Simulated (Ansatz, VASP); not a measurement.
As: VASP beside Ansatz

```xyz
2
Lattice="1.8797 1.0853 3.4858 -1.8797 1.0853 3.4858 0.0000 -2.1705 3.4858" Properties=species:S:1:pos:R:3 pbc="T T T"
As    0.0000    0.0000    2.3795
As    0.0000    0.0000    8.0779
```

Alike in both runs: task electric field gradients; functional PBE; k mesh 10 × 10 × 10; occupations fermi-dirac, width 0.05 eV; no spin polarisation.

|  | VASP | Ansatz |
| --- | --- | --- |
| version | VASP 6.6.1 | Ansatz 0.2.0 |
| potentials or method | VASP PAW PBE potentials, release 64 (As) | plane-wave PAW, scalar-relativistic |
| plane-wave cutoff (eV) | 400 | 420 |
| valence electrons in the cell | 10 | 30 |

```tsv
	VASP	Ansatz	Ansatz less VASP
pressure (GPa)	3.8	3.5	-0.29
traceless stress, the component that is largest in VASP (GPa)	-0.72	-0.63	+0.094
rms of the force components (eV/Å)	0.165	0.132	-0.0332
size of Vzz on the site where it differs most (V/Å²)	48.0	51.3	+3.31
```

Atom by atom the forces differ by 0.033 eV/Å (rms over components). With one functional, cell and mesh, what is left measures potentials, basis and numerics. VASP's potentials hold 10 valence electrons a cell and Ansatz's 30, so a difference there can come from the potentials and not from the codes.
